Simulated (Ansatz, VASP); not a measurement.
# One calculation of PbSe, two programs

```
Pb Se
1.0
     0.00000    3.23668    3.08455
     3.23668    0.00000    3.08455
     3.23668    3.23668    0.00000
Pb Se
1 1
Direct
  0.00000 0.00000 0.00000
  0.50000 0.50000 0.50000
```

Alike in both runs: task single point; functional PBE; dispersion D3(BJ); k mesh 10 × 10 × 10; occupations gaussian, width 0.03 eV; no spin polarisation.

|  | VASP | Ansatz |
| --- | --- | --- |
| version | VASP 6.6.1 | Ansatz 0.2.0 |
| potentials or method | VASP PAW PBE potentials, release 64 (Pb_d, Se), cutoff 520 eV | scalar-relativistic, plane waves, PAW |
| valence electrons in the cell | 20 | 30 |

|  | VASP | Ansatz | Ansatz less VASP |
| --- | --- | --- | --- |
| gap on the k mesh at the Fermi level (eV) | 0.57 | 0.57 | -0.004 |
| least direct gap on the mesh (eV) | 0.57 | 0.57 | -0.004 |
| pressure (GPa) | -2.0 | -2.0 | +0.02 |
| traceless stress, the component that is largest in VASP (GPa) | 2.52 | 2.51 | -0.008 |

VASP's potentials hold 20 valence electrons a cell and Ansatz's 30, so a difference there can come from the potentials and not from the codes. Ansatz's warnings: dispersion switch in reach.

Neither program's run includes spin-orbit coupling.
